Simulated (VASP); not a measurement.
# BeTe: vibrations by perturbation theory with LDA

The system is BeTe.

```xyz
2
Lattice="0.0000 2.7041 2.7041 2.7041 0.0000 2.7041 2.7041 2.7041 0.0000" Properties=species:S:1:pos:R:3 pbc="T T T"
Be    0.0000    0.0000    0.0000
Te    4.0561    4.0561    4.0561
```

```json
{"Program": "VASP 6.6.1", "Task": "vibrations by perturbation theory", "Functional": "LDA", "Potentials or basis": "VASP PAW LDA potentials, release 64 (Be, Te)", "Cutoff": "520 eV", "k mesh": "10 × 10 × 10", "Occupations": "gaussian, width 0.01 eV", "Spin": "no spin polarisation", "Dipole correction": "no", "Further INCAR settings": "ALGO = Normal; EDIFF = 1e-08; IBRION = 8; NSW = 1"}
```

* Electronic dielectric tensor (diagonal): 7.74
* Born charges (mean of the diagonal): Be +1.05; Te -1.05 e
* Highest phonon frequency at Γ, LO-TO splitting left out: 538 cm⁻¹

Phonon frequencies in cm⁻¹ (negative: imaginary):
```tsv
q point	frequencies
(0.000, 0.000, 0.000)	0 0 0 538 538 538
```

Electronic dielectric tensor:
```
7.74 0.00 0.00
0.00 7.74 0.00
0.00 0.00 7.74
```

Born effective charge tensors (e):
atom 1, Be
```
1.05 0.00 0.00
0.00 1.05 0.00
0.00 0.00 1.05
```
atom 2, Te
```
-1.05  0.00  0.00
 0.00 -1.05  0.00
 0.00  0.00 -1.05
```

Run time: 4.6 min on 1 thread of AMD EPYC 9R45 (Zen 5) (shared host), peak memory 0.25 GiB.

Caveat: the cell wasn't relaxed at this level first, which shifts response properties.
